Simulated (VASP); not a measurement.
# C (P6_3/mmc) in VASP: notebook, part 2 of 2

VASP 6.6.1.

### 3 Single point, RPBE+D4

This run uses another cell than the first one, of 5.60 Å³/atom.

INCAR reads:

```
SYSTEM = C
ALGO = Normal
EDIFF = 1E-6
ENCUT = 520
GGA = RP
ISIF = 2
ISMEAR = -1
IVDW = 13
LASPH = .TRUE.
LCHARG = .FALSE.
LREAL = .FALSE.
LWAVE = .FALSE.
NBANDS = 36
NELM = 60
PREC = Accurate
SIGMA = 0.05
```

KPOINTS reads:

```
k-points
0
G
  12 12 3
  0 0 0
```

POSCAR reads:

```
C
1.0
    2.5052938012      0.0000000000      0.0000000000
   -1.2526469006      2.1696480758      0.0000000000
    0.0000000000      0.0000000000     12.3544202836
C
12
Direct
    0.6666666667      0.3333333333      0.3549160452
    0.3333333333      0.6666666667      0.8549160452
    0.6666666667      0.3333333333      0.1450839548
    0.3333333333      0.6666666667      0.6450839548
    0.6666666667      0.3333333333      0.4792312068
    0.3333333333      0.6666666667      0.9792312068
    0.6666666667      0.3333333333      0.0207687932
    0.3333333333      0.6666666667      0.5207687932
    0.0000000000      0.0000000000      0.8131122731
    0.0000000000      0.0000000000      0.3131122731
    0.0000000000      0.0000000000      0.6868877269
    0.0000000000      0.0000000000      0.1868877269
```

Potentials or basis: VASP PAW PBE potentials, release 64 (C).

Started as:

```
$ cat potpaw_PBE.64/C/POTCAR > POTCAR
$ mpirun -np 1 vasp_std > vasp.out
```

OUTCAR:

```text
SYSTEM = C
   EDIFF = 1E-6
   ENCUT = 520
   GGA = RP
   ISIF = 2
   ISMEAR = -1
   IVDW = 13
   LASPH = .TRUE.
   LREAL = .FALSE.
   NELM = 60
   PREC = Accurate

 ion  position               nearest neighbor table
   1  0.667  0.333  0.355-   5 1.54  10 1.54  10 1.54  10 1.54
   2  0.333  0.667  0.855-   6 1.54   9 1.54   9 1.54   9 1.54
   3  0.667  0.333  0.145-   7 1.54  12 1.54  12 1.54  12 1.54
   4  0.333  0.667  0.645-   8 1.54  11 1.54  11 1.54  11 1.54
   5  0.667  0.333  0.479-   8 1.53   8 1.53   8 1.53   1 1.54
   6  0.333  0.667  0.979-   7 1.53   7 1.53   7 1.53   2 1.54
   7  0.667  0.333  0.021-   6 1.53   6 1.53   6 1.53   3 1.54
   8  0.333  0.667  0.521-   5 1.53   5 1.53   5 1.53   4 1.54
   9  0.000  0.000  0.813-   2 1.54   2 1.54   2 1.54  11 1.56
  10  0.000  0.000  0.313-   1 1.54   1 1.54   1 1.54  12 1.56
  11  0.000  0.000  0.687-   4 1.54   4 1.54   4 1.54   9 1.56
  12  0.000  0.000  0.187-   3 1.54   3 1.54   3 1.54  10 1.56

  LATTYP: Found a hexagonal cell.
 ALAT       =     2.5052938012
 C/A-ratio  =     4.9313259298

  Lattice vectors:

 A1 = (   2.5052938012,   0.0000000000,   0.0000000000)
 A2 = (  -1.2526469006,   2.1696480758,   0.0000000000)
 A3 = (   0.0000000000,   0.0000000000,  12.3544202836)

Analysis of symmetry for initial positions (statically):
=====================================================================
 Subroutine PRICEL returns:
 Original cell was already a primitive cell.

 Routine SETGRP: Setting up the symmetry group for a
 hexagonal supercell.

 Subroutine GETGRP returns: Found 24 space group operations
 (whereof 12 operations were pure point group operations)
 out of a pool of 24 trial point group operations.

The static configuration has the point symmetry D_3d.
 The point group associated with its full space group is D_6h.

Analysis of symmetry for dynamics (positions and initial velocities):
=====================================================================
 Subroutine PRICEL returns:
 Original cell was already a primitive cell.

 Routine SETGRP: Setting up the symmetry group for a
 hexagonal supercell.

 Subroutine GETGRP returns: Found 24 space group operations
 (whereof 12 operations were pure point group operations)
 out of a pool of 24 trial point group operations.

The dynamic configuration has the point symmetry D_3d.
 The point group associated with its full space group is D_6h.

 Subroutine INISYM returns: Found 24 space group operations
 (whereof 12 operations are pure point group operations),
 and found     1 'primitive' translations

----------------------------------------------------------------------------------------

                                     Primitive cell

  volume of cell :      67.1538

  direct lattice vectors                    reciprocal lattice vectors
     2.505293801  0.000000000  0.000000000     0.399154782  0.230452121  0.000000000
    -1.252646901  2.169648076  0.000000000     0.000000000  0.460904241  0.000000000
     0.000000000  0.000000000 12.354420284     0.000000000  0.000000000  0.080942689

  length of vectors
     2.505293801  2.505293801 12.354420284     0.460904241  0.460904241  0.080942689

  position of ions in fractional coordinates (direct lattice)
     0.666666667  0.333333333  0.354916045
     0.333333333  0.666666667  0.854916045
     0.666666667  0.333333333  0.145083955
[... 76 lines left out ...]
  0.333333  0.000000  0.333333     12.000000
 [... further k-points ...]
   k-points           NKPTS =     38   k-points in BZ     NKDIM =     38   number of bands    NBANDS=     36
   number of dos      NEDOS =    301   number of ions     NIONS =     12
   total plane-waves  NPLWV =  38400
   dimension x,y,z NGX =    20 NGY =   20 NGZ =   96
   dimension x,y,z NGXF=    40 NGYF=   40 NGZF=  192
   ions per type =              12
   NGX,Y,Z   is equivalent  to a cutoff of  13.27, 13.27, 12.92 a.u.
   NGXF,Y,Z  is equivalent  to a cutoff of  26.54, 26.54, 25.84 a.u.
 SYSTEM =  C
   PREC   = accura    normal or accurate (medium, high low for compatibility)
   ISTART =      0    job   : 0-new  1-cont  2-samecut
   ICHARG =      2    charge: 1-file 2-atom 10-const
   ISPIN  =      1    spin polarized calculation?
   LNONCOLLINEAR =      F non collinear calculations
   LSORBIT =      F    spin-orbit coupling
   LASPH  =      T    aspherical Exc in radial PAW
   ENCUT  =  520.0 eV  38.22 Ry    6.18 a.u.   4.66  4.66 22.97*2*pi/ulx,y,z
   NELM   =     60;   NELMIN=  2; NELMDL= -5     # of ELM steps
   EDIFF  = 0.1E-05   stopping-criterion for ELM
   LREAL  =      F    real-space projection
[... 7 lines left out ...]
   TEBEG  =    0.0;   TEEND  =   0.0 temperature during run
   PSTRESS=    0.0 pullay stress
   NELECT =      48.0000    total number of electrons
   NUPDOWN=      -1.0000    fix difference up-down
   EMIN   =  10.00;   EMAX   =-10.00  energy-range for DOS
   EFERMI =   0.00;   METHOD = LEGACY
   ISMEAR =    -1;   SIGMA  =   0.05  broadening in eV -4-tet -1-fermi 0-gaus
   EFERMI_NEDOS =   21; number of points for ismear=-14 and -15
   IALGO  =     38    algorithm
   IMIX   =      4    mixing-type and parameters
     AMIX     =   0.40;   BMIX     =  1.00
     AMIX_MAG =   1.60;   BMIX_MAG =  1.00
  volume/ion in A,a.u.               =       5.60        37.76
  Fermi-wavevector in a.u.,A,eV,Ry     =   1.463744  2.766075 29.151116  2.142547
  Thomas-Fermi vector in A             =   2.579803
   LORBIT       =      0    0 simple, 1 ext, 2 COOP (PROOUT), +10 PAW based schemes
   GGA     = RP    functional components
   LHFCALC =     F    Hartree Fock is set to
   AEXX    =    0.0000 exact exchange contribution
   IVDW    =    13    specifies the selected vdW correction
   LEPSILON=     F    determine dielectric tensor
   LRPA    =     F    only Hartree local field effects (RPA)
 non-spin polarized calculation
  energy-cutoff  :      520.00
  volume of cell :       67.15
 maximum number of plane-waves:      1828
 NGX is ok and might be reduce to    20
   NGX =  9   NGY =  9   NGZ = 45

 number of electron      47.9999997 magnetization

 Free energy of the ion-electron system (eV)
  ---------------------------------------------------
  ext. energy  EPLUGINS =         0.00000000
  ---------------------------------------------------
  free energy    TOTEN  =      -103.23102866 eV

  energy without entropy =     -103.23102866  energy(sigma->0) =     -103.23102866

 E-fermi :  11.1058     XC(G=0): -13.2346

 val. band max:       10.1403186649   @ k =   0.0000   0.0000   0.0000
 cond. band min:      14.6148794715   @ k =   0.3333   0.0000   0.0000
 fundamental gap:      4.4745608066
 Fermi energy:        11.1057538585

 k-point     1 :       0.0000    0.0000    0.0000
  band No.  band energies     occupation
      1     -11.7010      2.00000
      2     -10.9704      2.00000
      3     -10.8934      2.00000
      4      -8.7078      2.00000
      5      -8.6483      2.00000
      6      -5.9337      2.00000
[... 925 lines left out ...]
     35      19.3288      0.00000
     36      20.0015      0.00000

 [... further k-points ...]

------------------------ aborting loop because EDIFF is reached ----------------------------------------

  DFT-D4 for vdW energy calculation

  Edisp (eV):   -6.45913

  FORCE on cell =-STRESS in cart. coord.  units (eV):
  Direction    XX          YY          ZZ          XY          YZ          ZX
  --------------------------------------------------------------------------------------
  -------------------------------------------------------------------------------------
  Total       0.25488     0.25488     0.23275     0.00000     0.00000     0.00000
  in kB       6.08106     6.08106     5.55306     0.00000     0.00000     0.00000
  external pressure =        5.91 kB  Pullay stress =        0.00 kB

 VOLUME and BASIS-vectors are now :
 -----------------------------------------------------------------------------
  energy-cutoff  :      520.00
  volume of cell :       67.15
      direct lattice vectors                 reciprocal lattice vectors
     2.505293801  0.000000000  0.000000000     0.399154782  0.230452121  0.000000000
    -1.252646901  2.169648076  0.000000000     0.000000000  0.460904241  0.000000000
     0.000000000  0.000000000 12.354420284     0.000000000  0.000000000  0.080942689

 POSITION                                       TOTAL-FORCE (eV/Angst)
 -----------------------------------------------------------------------------------
      1.25265      0.72322      4.38478        -0.000000      0.000000     -0.007194
     -0.00000      1.44643     10.56199         0.000000     -0.000000     -0.007194
      1.25265      0.72322      1.79243        -0.000000      0.000000      0.007194
     -0.00000      1.44643      7.96964         0.000000     -0.000000      0.007194
      1.25265      0.72322      5.92062        -0.000000      0.000000      0.006514
     -0.00000      1.44643     12.09783         0.000000     -0.000000      0.006514
      1.25265      0.72322      0.25659        -0.000000      0.000000     -0.006514
     -0.00000      1.44643      6.43380         0.000000      0.000000     -0.006514
      0.00000      0.00000     10.04553         0.000000      0.000000      0.002055
      0.00000      0.00000      3.86832         0.000000     -0.000000      0.002055
      0.00000      0.00000      8.48610         0.000000      0.000000     -0.002055
      0.00000      0.00000      2.30889         0.000000     -0.000000     -0.002055
 -----------------------------------------------------------------------------------
    total drift:                                0.000000     -0.000000      0.000000

  FREE ENERGIE OF THE ION-ELECTRON SYSTEM (eV)
  ---------------------------------------------------
  free  energy   TOTEN  =      -109.6901619535 eV

  energy  without entropy=     -109.6901619534  energy(sigma->0) =     -109.69016195
```

Wall time 51 s (1 thread of Intel Xeon 6975P-C (Granite Rapids), shared host); peak memory 0.2 GiB.

What came out:

| Item | Value |
| --- | --- |
| Free energy | -109.6902 eV |
| Pressure | 0.6 GPa |
| Largest force | 0.007 eV/Å |
| Band gap on the k mesh | 4.47 eV (least direct gap 5.42 eV) |
| Dispersion energy per atom | -0.538 eV |

Forces in eV/Å, atoms in the order of the input:
```
C    0.000  0.000 -0.007
C    0.000  0.000 -0.007
C    0.000  0.000  0.007
C    0.000  0.000  0.007
C    0.000  0.000  0.007
C    0.000  0.000  0.007
C    0.000  0.000 -0.007
C    0.000  0.000 -0.007
C    0.000  0.000  0.002
C    0.000  0.000  0.002
C    0.000  0.000 -0.002
C    0.000  0.000 -0.002
```

Caveat: the PAW data sets were made with another functional, which shifts forces and pressure a little; an odd mesh through Γ misses points on the zone boundary, where band edges can lie. Expect the measured gap to be larger: semilocal functionals such as RPBE lack the derivative discontinuity.
